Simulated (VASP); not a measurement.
# ScF3 (P4/mmm) in VASP: a series of runs, part 3 of 3

VASP 6.6.1. The steps go on from the part before.

## 5. Single point, LDA (equal xx and yy strain of +2 %)

Contents of INCAR:

```
PREC     = Accurate       # precision mode
ENCUT    = 520            # plane-wave cutoff, eV
EDIFF    = 1E-7           # SCF threshold, eV
ISMEAR   = -1             # smearing method
SIGMA    = 0.02           # smearing width, eV
LREAL    = F              # projectors in reciprocal space
LASPH    = T              # aspherical terms in the spheres
NELM     = 100            # most SCF steps
ALGO     = Normal         # electronic algorithm
ISIF     = 2              # what is computed and relaxed
LWAVE    = F              # write WAVECAR
LCHARG   = F              # write CHGCAR
GGA      = CA             # functional
NBANDS   = 24             # bands
```

Contents of KPOINTS:

```
Automatic mesh
0
Gamma
  6 6 6
```

Contents of POSCAR:

```
ScF3
1.0
    4.0926990000      0.0000000000      0.0000000000
    0.0000000000      4.0926990000      0.0000000000
    0.0000000000      0.0000000000      4.0124500000
Sc F
1 3
Direct
    0.0000000000      0.0000000000      0.0000000000
    0.5000000000      0.0000000000      0.0000000000
    0.0000000000      0.5000000000      0.0000000000
    0.0000000000      0.0000000000      0.5000000000
```

Potentials or basis: VASP PAW LDA potentials, release 64 (Sc_sv, F).

Command:

```bash
cat potpaw_LDA.64/Sc_sv/POTCAR potpaw_LDA.64/F/POTCAR > POTCAR
mpirun -np 1 vasp_std > vasp.out
```

OUTCAR:

```text
PREC = Accurate
   ENCUT = 520
   EDIFF = 1E-7
   ISMEAR = -1
   LREAL = F
   LASPH = T
   NELM = 100
   ISIF = 2
   GGA = CA

 ion  position               nearest neighbor table
   1  0.000  0.000  0.000-   4 2.01   4 2.01   2 2.05   3 2.05   3 2.05   2 2.05
   2  0.500  0.000  0.000-   1 2.05   1 2.05
   3  0.000  0.500  0.000-   1 2.05   1 2.05
   4  0.000  0.000  0.500-   1 2.01   1 2.01

  LATTYP: Found a simple tetragonal cell.
 ALAT       =     4.0926990000
 C/A-ratio  =     0.9803921569

  Lattice vectors:

 A1 = (   4.0926990000,   0.0000000000,   0.0000000000)
 A2 = (   0.0000000000,   4.0926990000,   0.0000000000)
 A3 = (   0.0000000000,   0.0000000000,   4.0124500000)

Analysis of symmetry for initial positions (statically):
=====================================================================
 Subroutine PRICEL returns:
 Original cell was already a primitive cell.

 Routine SETGRP: Setting up the symmetry group for a
 simple tetragonal supercell.

 Subroutine GETGRP returns: Found 16 space group operations
 (whereof 16 operations were pure point group operations)
 out of a pool of 16 trial point group operations.

The static configuration has the point symmetry D_4h.

Analysis of symmetry for dynamics (positions and initial velocities):
=====================================================================
 Subroutine PRICEL returns:
 Original cell was already a primitive cell.

 Routine SETGRP: Setting up the symmetry group for a
 simple tetragonal supercell.

 Subroutine GETGRP returns: Found 16 space group operations
 (whereof 16 operations were pure point group operations)
 out of a pool of 16 trial point group operations.

The dynamic configuration has the point symmetry D_4h.

 Subroutine INISYM returns: Found 16 space group operations
 (whereof 16 operations are pure point group operations),
 and found     1 'primitive' translations

[... 115 lines left out ...]
   IALGO  =     38    algorithm
   IMIX   =      4    mixing-type and parameters
     AMIX     =   0.40;   BMIX     =  1.00
     AMIX_MAG =   1.60;   BMIX_MAG =  1.00
  volume/ion in A,a.u.               =      16.80       113.39
  Fermi-wavevector in a.u.,A,eV,Ry     =   1.278346  2.415724 22.234211  1.634168
  Thomas-Fermi vector in A             =   2.410894
   LORBIT       =      0    0 simple, 1 ext, 2 COOP (PROOUT), +10 PAW based schemes
   GGA     = CA    functional components
   LHFCALC =     F    Hartree Fock is set to
   AEXX    =    0.0000 exact exchange contribution
   IVDW    =     0    specifies the selected vdW correction
   LEPSILON=     F    determine dielectric tensor
   LRPA    =     F    only Hartree local field effects (RPA)
 non-spin polarized calculation
  energy-cutoff  :      520.00
  volume of cell :       67.21
 maximum number of plane-waves:      1824
   NGX = 15   NGY = 15   NGZ = 15

 number of electron      31.9999969 magnetization

 Free energy of the ion-electron system (eV)
  ---------------------------------------------------
  ext. energy  EPLUGINS =         0.00000000
  ---------------------------------------------------
  free energy    TOTEN  =       -29.50545684 eV

  energy without entropy =      -29.50545684  energy(sigma->0) =      -29.50545684

 E-fermi :  -3.4738     XC(G=0):  -8.6976

 val. band max:       -3.9678384866   @ k =   0.5000   0.5000   0.5000
 cond. band min:       1.9451853513   @ k =   0.0000   0.0000   0.0000
 fundamental gap:      5.9130238379
 Fermi energy:        -3.4737849564

 k-point     1 :       0.0000    0.0000    0.0000
  band No.  band energies     occupation
      1     -49.5829      2.00000
      2     -28.6174      2.00000
      3     -28.5704      2.00000
      4     -28.5704      2.00000
      5     -23.7042      2.00000
      6     -23.3624      2.00000
[... 637 lines left out ...]
     23       7.8681      0.00000
     24       9.7611      0.00000

 [... further k-points ...]

------------------------ aborting loop because EDIFF is reached ----------------------------------------

  FORCE on cell =-STRESS in cart. coord.  units (eV):
  Direction    XX          YY          ZZ          XY          YZ          ZX
  --------------------------------------------------------------------------------------
  -------------------------------------------------------------------------------------
  Total       -2.9942772     -2.9942772     -1.2178874      0.0000000     -0.0000000      0.0000000
  in kB      -71.3794730    -71.3794730    -29.0327693      0.0000000     -0.0000000      0.0000000
  external PRESSURE =     -57.2639051 kB  Pullay stress =       0.0000000 kB

 VOLUME and BASIS-vectors are now :
 -----------------------------------------------------------------------------
  energy-cutoff  :      520.00
  volume of cell :       67.21
      direct lattice vectors                 reciprocal lattice vectors
     4.092699000  0.000000000  0.000000000     0.244337539  0.000000000  0.000000000
     0.000000000  4.092699000  0.000000000     0.000000000  0.244337539  0.000000000
     0.000000000  0.000000000  4.012450000     0.000000000  0.000000000  0.249224289

 POSITION                                       TOTAL-FORCE (eV/Angst)
 -----------------------------------------------------------------------------------
      0.00000      0.00000      0.00000         0.000000      0.000000      0.000000
      2.04635      0.00000      0.00000         0.000000      0.000000      0.000000
      0.00000      2.04635      0.00000         0.000000      0.000000      0.000000
      0.00000      0.00000      2.00623         0.000000      0.000000      0.000000
 -----------------------------------------------------------------------------------
    total drift:                                0.000000      0.000000      0.000000

  FREE ENERGIE OF THE ION-ELECTRON SYSTEM (eV)
  ---------------------------------------------------
  free  energy   TOTEN  =       -29.5054568445 eV

  energy  without entropy=      -29.5054568445  energy(sigma->0) =      -29.50545684
```

stdout:

```text
POSCAR found type information on POSCAR ScF
 POSCAR found :  2 types and       4 ions
 scaLAPACK will be used
 LDA part: xc-table for (Slater(with rela. corr.)+CA(PZ))
 , standard interpolation
 POSCAR, INCAR and KPOINTS ok, starting setup
 FFT: planning ... GRIDC
 FFT: planning ... GRID_SOFT
 FFT: planning ... GRID
 WAVECAR not read
 entering main loop
```

It took 52 s on 1 thread of AMD EPYC 9R45 (Zen 5), shared host; peak memory 0.15 GiB.

Results:

| Quantity | Value |
| --- | --- |
| Free energy | -29.5055 eV |
| Pressure | -5.7 GPa |
| Band gap on the k mesh | 5.91 eV, indirect (least direct gap 6.44 eV) |

Caveat: the cell differs from its parent crystal (equal xx and yy strain of +2 %).

## 6. Single point, LDA (zz strain of -1 %)

Contents of INCAR:

```
  PREC = Accurate
  ENCUT = 520
  EDIFF = 1E-6
  ISMEAR = -1
  SIGMA = 0.02
  LREAL = False
  LASPH = True
  NELM = 100
  ALGO = Normal
  ISIF = 2
  LWAVE = False
  LCHARG = False
  GGA = CA
  NBANDS = 24
```

KPOINTS is that of step 5.

Contents of POSCAR:

```
ScF3
1.0
    4.0124500000      0.0000000000      0.0000000000
    0.0000000000      4.0124500000      0.0000000000
    0.0000000000      0.0000000000      3.9723255000
Sc F
1 3
Direct
    0.0000000000      0.0000000000      0.0000000000
    0.5000000000      0.0000000000      0.0000000000
    0.0000000000      0.5000000000      0.0000000000
    0.0000000000      0.0000000000      0.5000000000
```

Potentials or basis: VASP PAW LDA potentials, release 64 (Sc_sv, F).

Command:

```bash
cat potpaw_LDA.64/Sc_sv/POTCAR potpaw_LDA.64/F/POTCAR > POTCAR
mpirun -np 1 vasp_std > vasp.out
```

Run time: 40 s. Hardware: 1 thread of Intel Xeon 6975P-C, shared host; peak memory 0.18 GiB.

Results (log left out):

```
Free energy            : -29.5820 eV
Pressure               : -1.3 GPa
Band gap on the k mesh : 6.20 eV, indirect (least direct gap 6.75 eV)
```

Stress tensor (GPa, compression positive):
```
-2.12  0.00  0.00
 0.00 -2.12  0.00
 0.00  0.00  0.44
```

Levels at points of the mesh, in eV from the valence-band top:
```tsv
k point	band 12	band 13	band 14	band 15	band 16	band 17	band 18	band 19	band 20	band 21
(0.00, 0.00, 0.00)	-0.67	-0.58	-0.56	-0.55	-0.55	6.20	6.20	6.21	7.60	7.98
(0.50, 0.00, 0.00)	-1.18	-1.17	-0.77	-0.63	-0.56	6.24	7.12	7.13	8.06	9.23
(0.50, 0.50, 0.00)	-1.15	-1.15	-1.10	-1.10	-0.01	7.16	7.16	7.82	8.76	10.80
(0.00, 0.00, 0.50)	-1.34	-1.28	-0.72	-0.54	-0.54	6.25	7.18	7.18	8.01	9.24
(0.50, 0.00, 0.50)	-1.29	-1.15	-0.97	-0.96	-0.05	7.17	7.22	7.86	8.68	10.90
(0.50, 0.50, 0.50)	-2.42	-2.31	-0.05	-0.05	0.00	7.87	7.91	7.91	10.81	10.94
```

Caveat: the cell differs from its parent crystal (zz strain of -1 %).

## 7. Summary

| cell | gap on the mesh (eV) | pressure (GPa) |
| --- | --- | --- |
| a = 3.932, b = 3.932, c = 4.012 Å, 4 atoms | 6.34 | 2.1 |
| a = 3.972, b = 3.972, c = 4.012 Å, 4 atoms | 6.26 | -0.3 |
| a = 4.053, b = 4.053, c = 4.012 Å, 4 atoms | 6.05 | -4.1 |
| a = 4.093, b = 4.093, c = 4.012 Å, 4 atoms | 5.91 | -5.7 |
| a = 4.012, b = 4.012, c = 3.972 Å, 4 atoms | 6.20 | -1.3 |

Alike in all rows: task single point; level LDA; potentials or basis VASP PAW LDA potentials, release 64 (Sc_sv, F); no spin polarisation; k mesh 6 × 6 × 6; cutoff (eV) 520; smearing fermi-dirac 0.02 eV.

Absolute energies hang on the potentials; compare differences alone.
